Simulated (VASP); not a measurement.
## LuTi3F: single point with PBE

The system is LuTi3F.

```xyz
5
Lattice="4.4079 0.0000 0.0000 0.0000 4.4079 0.0000 0.0000 0.0000 4.4079" Properties=species:S:1:pos:R:3 pbc="T T T"
Lu    2.2040    2.2040    2.2040
Ti    2.2040    0.0000    0.0000
Ti    0.0000    2.2040    0.0000
Ti    0.0000    0.0000    2.2040
F     0.0000    0.0000    0.0000
```

The cell was generated, and may not be a known phase.

| Quantity | Value |
| --- | --- |
| Program | VASP 6.6.1 |
| Task | single point |
| Functional | PBE |
| Potentials or basis | VASP PAW PBE potentials, release 64 (Lu, Ti_sv, F) |
| Cutoff | 520 eV |
| k mesh | 4 × 4 × 4 |
| Occupations | gaussian, width 0.1 eV |
| Spin | collinear spin |
| Starting moments | [0.0, 1.0, 1.0, 1.0, 0.0] μB |
| Dipole correction | no |
| Further INCAR settings | ALGO = Normal; EDIFF = 1e-07; NBANDS = 46 |

```yaml
Pressure: 0.0 GPa
Band_gap_on_the_k_mesh: zero (filled and empty bands overlap)
Net_moment: 0.00 μB per cell
Valence_electrons_inside_the_program's_atomic_spheres: Lu 23.29; Ti 10.19; F 6.10
```

Levels at points of the mesh, in eV from the Fermi level:
Spin up:
```csv
k point,band 31,band 32,band 33,band 34,band 35,band 36
"(0.00, 0.00, 0.00)",-1.79,-1.79,-1.79,0.64,0.64,0.64
"(0.50, 0.00, 0.00)",-1.08,-0.66,-0.66,-0.29,0.21,0.21
"(0.50, 0.50, 0.00)",-1.17,-0.58,-0.58,-0.24,0.03,0.03
"(0.50, 0.50, 0.50)",-1.84,0.26,0.26,0.26,0.40,0.40
```
Spin down:
```csv
k point,band 29,band 30,band 31,band 32,band 33,band 34,band 35,band 36,band 37,band 38
"(0.00, 0.00, 0.00)",-2.35,-2.35,-1.79,-1.79,-1.79,0.64,0.64,0.64,0.81,1.55
"(0.50, 0.00, 0.00)",-2.75,-1.34,-1.08,-0.66,-0.66,-0.29,0.21,0.21,0.45,1.13
"(0.50, 0.50, 0.00)",-1.57,-1.57,-1.17,-0.58,-0.58,-0.24,0.03,0.03,0.28,0.38
"(0.50, 0.50, 0.50)",-1.84,-1.84,-1.84,0.26,0.26,0.26,0.40,0.40,0.40,1.03
```

It took 100 s on 1 thread of Intel(R) Xeon(R) Platinum 8259CL CPU @ 2.50GHz (Skylake/Cascade Lake), with other jobs on the host, peak memory 0.28 GiB.

Caveat: spin-orbit coupling is left out, which moves the levels of the heavy elements.
